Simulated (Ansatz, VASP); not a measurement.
**Two plane-wave programs on P**

```xyz
4
Lattice="1.6549 -5.0813 0.0000 1.6549 5.0813 0.0000 0.0000 0.0000 4.1282" Properties=species:S:1:pos:R:3 pbc="T T T"
P     1.6549   -3.9992    0.2931
P     1.6549   -1.0821    2.3572
P     1.6549    3.9992    3.8351
P     1.6549    1.0821    1.7710
```

Alike in both runs: functional LDA; k mesh 14 × 14 × 10; occupations gaussian, width 0.1 eV; no spin polarisation.

Ansatz relaxed the structure, and its values are those at the end. VASP's run is a single point on that final structure, the one shown.

|  | VASP | Ansatz |
| --- | --- | --- |
| version | VASP 6.6.1 | Ansatz 0.2.0 |
| potentials or method | VASP PAW LDA potentials, release 64 (P), cutoff 520 eV | scalar-relativistic, plane waves, PAW |
| valence electrons in the cell | 20 | 20 |

VASP gave:

```
gap on the k mesh at the Fermi level (eV) : none
pressure (GPa)                            : -0.3
rms of the force components (eV/Å)        : 0.030
```

Which values does Ansatz return?

gap on the k mesh at the Fermi level (eV): none; pressure (GPa): 0.0; rms of the force components (eV/Å): 0.000.

LDA's correlation is that of Perdew and Zunger in VASP and of Perdew and Wang (1992) in Ansatz. A gap of «none» marks a metal or a gap that the smearing closes.
